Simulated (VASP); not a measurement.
Here is a VASP 6.6.1 calculation.

Contents of INCAR:

```
SYSTEM = HfN
  PREC = Accurate
  ENCUT = 520
  EDIFF = 1E-6
  ISMEAR = 0
  SIGMA = 0.1
  LREAL = .FALSE.
  LASPH = .TRUE.
  NELM = 80
  ALGO = Normal
  ISIF = 2
  LWAVE = .FALSE.
  LCHARG = .TRUE.
  GGA = PS
  LELF = .TRUE.
  LVHAR = .TRUE.
  NBANDS = 23
```

Contents of KPOINTS:

```
regular mesh
0
G
  16 16 12
  0 0 0
```

File POSCAR:

```
HfN
1.0
    2.1833418773      2.1833418773      0.0000000000
   -2.1833418773      2.1833418773      0.0000000000
    0.0000000000      0.0000000000      4.3666837546
Hf N
2 2
Direct
    0.0000000000      0.0000000000      0.0000000000
    0.5000000000      0.5000000000      0.5000000000
    0.5000000000      0.5000000000      0.0000000000
    0.0000000000      0.0000000000      0.5000000000
```

Potentials or basis: VASP PAW PBE potentials, release 64 (Hf_pv, N).

Launch:

```console
$ cat potpaw_PBE.64/Hf_pv/POTCAR potpaw_PBE.64/N/POTCAR > POTCAR
$ mpirun -np 1 vasp_std > vasp.out
```

Q: Predict the pressure.

A: 29.3 GPa.

Q: Estimate the band gap on the k mesh.

A: Zero (bands 15 and 16 overlap by 7.46 eV).

Caveat: the cell differs from its parent crystal (equal strain along all axes, cell held: -3.0 %); the cell stands under pressure; the PAW data sets were made with another functional, which shifts forces and pressure a little; spin-orbit coupling is left out, which moves the levels of the heavy elements.
